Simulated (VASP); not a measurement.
MnS, 2 atoms in the cell. The typed cell holds 2 atoms: a = 3.010 Å, b = 3.060 Å, c = 3.034 Å, α = 89.89°, β = 90.09°, γ = 87.96°. 

| Property | Result |
| --- | --- |
| Program | VASP 6.6.1 |
| Task | single point |
| Functional | PBEsol |
| Potentials or basis | VASP PAW PBE potentials, release 64 (Mn_pv, S) |
| Cutoff | 520 eV |
| k mesh | 7 × 6 × 7 |
| Occupations | methfessel-paxton, width 0.1 eV |
| Spin | collinear spin, ferromagnetic start |
| Starting moments | [5.2, 0.0] μB |
| Hubbard terms | Mn d U = 2.9 eV, J = 0.9 eV |
| Dipole correction | no |
| LDAUTYPE | 1 |
| Hund's J | 0.9 |
| Further INCAR settings | ALGO = Normal; EDIFF = 1e-07; NBANDS = 20 |

Potentials or basis: VASP PAW PBE potentials, release 64 (Mn_pv, S).

Run with:

```console
$ cat potpaw_PBE.64/Mn_pv/POTCAR potpaw_PBE.64/S/POTCAR > POTCAR
$ mpirun -np 1 vasp_std > vasp.out
```

Hardware: 1 thread of Intel(R) Xeon(R) 6975P-C (Granite Rapids), with other jobs on the host.

**Question.** How long does it take, and how much memory?

**Answer.** Run time: 44 s on 1 thread of Intel(R) Xeon(R) 6975P-C (Granite Rapids) (shared host), peak memory 0.24 GiB. Counts: scf iterations 16, k points 148.
